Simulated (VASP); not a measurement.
The system is TiSi2.

```
CELL_PARAMETERS angstrom
0.00000 4.11752 4.26290
2.38951 0.00000 4.26290
2.38951 4.11752 0.00000
ATOMIC_POSITIONS crystal
Ti 0.75000 0.75000 0.75000
Ti 0.50000 0.50000 0.50000
Si 0.41257 0.08743 0.41257
Si 0.08743 0.41257 0.08743
Si 0.16257 0.83743 0.16257
Si 0.83743 0.16257 0.83743
```

| Property | Result |
| --- | --- |
| Program | VASP 6.6.1 |
| Task | relaxation of cell and atoms |
| Functional | revPBE |
| Potentials or basis | VASP PAW PBE potentials, release 64 (Ti_sv, Si) |
| Cutoff | 600 eV |
| k mesh | 7 × 7 × 7 |
| Occupations | fermi-dirac, width 0.05 eV |
| Spin | no spin polarisation |

At the start: pressure 3.8 GPa; volume 13.98 Å³/atom.

**Question.** How do energy, volume and symmetry change on relaxing?

**Answer.** Over 5 steps the energy falls by 4.3 meV/atom and the volume is 14.33 Å³/atom (+2.5 %); space group Fddd (No. 70, to 0.1 Å) before and after.

The path:
```csv
step,energy change (eV),largest force (eV/Å),pressure (GPa),volume (Å³)
1,0.0000,0.0070,3.76,83.88
2,-0.0041,0.0269,-3.07,87.92
3,-0.0256,0.0112,0.04,85.95
4,-0.0255,0.0109,0.11,85.91
5,-0.0257,0.0057,0.06,85.97
```

Final structure:
```xyz
6
Lattice="0.0000 4.1408 4.3039 2.4118 0.0000 4.3039 2.4118 4.1408 0.0000" Properties=species:S:1:pos:R:3 pbc="T T T"
Ti    3.6178    6.2113    6.4559
Ti    2.4118    4.1408    4.3039
Si    1.2059    3.4164    2.1520
Si    1.2059    0.7244    2.1520
Si    2.4118    1.3460    4.3039
Si    2.4118    6.9357    4.3039
```

Caveat: the PAW data sets were made with another functional, which shifts forces and pressure a little.
